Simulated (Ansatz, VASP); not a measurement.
**Two plane-wave programs on Ga3BAs4**

The input INCAR:

```
SYSTEM = Ga3BAs4
PREC = Accurate ; ENCUT = 520
EDIFF = 1E-6 ; ISMEAR = 0
SIGMA = 0.01 ; LREAL = .False.
LASPH = .True. ; NELM = 80
ALGO = Normal ; ISIF = 2
LWAVE = .False. ; LCHARG = .False.
GGA = PE ; NBANDS = 41
```

File KPOINTS:

```
regular mesh
0
Gamma
  4 4 4
  0 0 0
```

POSCAR

```
Ga3BAs4
1.0
    5.5110536976      0.0000000000      0.0000000000
    0.0000000000      5.5110536976      0.0000000000
    0.0000000000      0.0000000000      5.5110536976
B As Ga
1 4 3
Direct
    0.0000000000      0.0000000000      0.0000000000
    0.2276394545      0.2276394545      0.2276394545
    0.7723605455      0.7723605455      0.2276394545
    0.7723605455      0.2276394545      0.7723605455
    0.2276394545      0.7723605455      0.7723605455
    0.5000000000      0.5000000000      0.0000000000
    0.5000000000      0.0000000000      0.5000000000
    0.0000000000      0.5000000000      0.5000000000
```

Input for Ansatz:

```yaml
crystal:
  lattice:
    - [5.5110536976, 0.0, 0.0]
    - [0.0, 5.5110536976, 0.0]
    - [0.0, 0.0, 5.5110536976]
  atoms:
    - { symbol: B, position: [0.0, 0.0, 0.0] }
    - { symbol: As, position: [0.2276394545, 0.2276394545, 0.2276394545] }
    - { symbol: Ga, position: [0.5, 0.5, 0.0] }
    - { symbol: As, position: [0.7723605455, 0.7723605455, 0.2276394545] }
    - { symbol: Ga, position: [0.5, 0.0, 0.5] }
    - { symbol: As, position: [0.7723605455, 0.2276394545, 0.7723605455] }
    - { symbol: Ga, position: [0.0, 0.5, 0.5] }
    - { symbol: As, position: [0.2276394545, 0.7723605455, 0.7723605455] }
kpoints:
  mp_grid: { grid: [4, 4, 4] }
hamiltonian:
  xc: pbe
scf:
  occupations: { method: fixed }
  n_extra_bands: 6
output:
  forces: true
  stress: true
  eigenvalues: true
```

Alike in both runs: task single point; functional PBE; k mesh 4 × 4 × 4; no spin polarisation.

|  | VASP | Ansatz |
| --- | --- | --- |
| version | VASP 6.6.1 | Ansatz 0.2.0 |
| potentials or method | VASP PAW PBE potentials, release 64 (B, As, Ga_d) | plane waves, PAW |
| plane-wave cutoff (eV) | 520 | 420 |
| occupations | gaussian, width 0.01 eV | fixed |
| valence electrons in the cell | 62 | 102 |

|  | VASP | Ansatz | Ansatz less VASP |
| --- | --- | --- | --- |
| gap on the k mesh at the Fermi level (eV) | 0.53 | 0.54 | +0.002 |
| pressure (GPa) | 0.2 | 0.0 | -0.20 |
| rms of the force components (eV/Å) | 0.004 | 0.000 | -0.0036 |

VASP's potentials hold 62 valence electrons a cell and Ansatz's 102, so a difference there can come from the potentials and not from the codes.
